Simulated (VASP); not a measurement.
Write the native input for VASP 6.6.1 that does the following.

```yaml
Task: single point
Functional: PBEsol
Potentials_or_basis: VASP PAW PBE potentials, release 64 (W_sv, Co)
Cutoff: 600 eV
k_mesh: 6 × 6 × 6
Occupations: fermi-dirac, width 0.05 eV
Spin: collinear spin, ferromagnetic start
Starting_moments: "[0.0, 0.0, 0.0, 1.5] μB"
Fixed_moment: 1.5 μB
Dipole_correction: no
Further_INCAR_settings: ALGO = Normal; EDIFF = 1e-06; NBANDS = 38
```

The structure of CoW3 lies in POSCAR:

```
CoW3
1.0
    3.9073510000      0.0000000000      0.0000000000
    0.0000000000      3.9073510000      0.0000000000
    0.0000000000      0.0000000000      3.9073510000
W Co
3 1
Direct
    0.5000000000      0.5000000000      0.0000000000
    0.5000000000      0.0000000000      0.5000000000
    0.0000000000      0.5000000000      0.5000000000
    0.0000000000      0.0000000000      0.0000000000
```

The input as run:

INCAR

```
ALGO = Normal ; EDIFF = 1E-6
ENCUT = 600 ; GGA = PS
GGA_COMPAT = F ; ISIF = 2
ISMEAR = -1 ; ISPIN = 2
LASPH = T ; LCHARG = F
LMAXMIX = 4 ; LORBIT = 11
LREAL = F ; LWAVE = F
MAGMOM = 0 0 0 1.5 ; NBANDS = 38
NELM = 200 ; NUPDOWN = 1.5
PREC = Accurate ; SIGMA = 0.05
```

KPOINTS

```
k-points
0
Gamma
  6 6 6
```

Potentials or basis: VASP PAW PBE potentials, release 64 (W_sv, Co).

Command:

```sh
$ cat potpaw_PBE.64/W_sv/POTCAR potpaw_PBE.64/Co/POTCAR > POTCAR
$ mpirun -np 1 vasp_std > vasp.out
```

Results of the run:

```json
{
 "Pressure": "-8.4 GPa",
 "Net moment": "1.50 μB per cell",
 "Site moments": "W +0.14; Co +1.00 μB",
 "Valence electrons inside the program's atomic spheres": "W 12.08; Co 8.27"
}
```

Caveat: the cell stands under tension; the PAW data sets were made with another functional, which shifts forces and pressure a little; the total moment is fixed, so each spin has its own Fermi level and the state may be an excited one.

Run time: 120 s on 1 thread of Oxide Virtual Turin-like Processor, with other jobs on the host, peak memory 0.22 GiB.
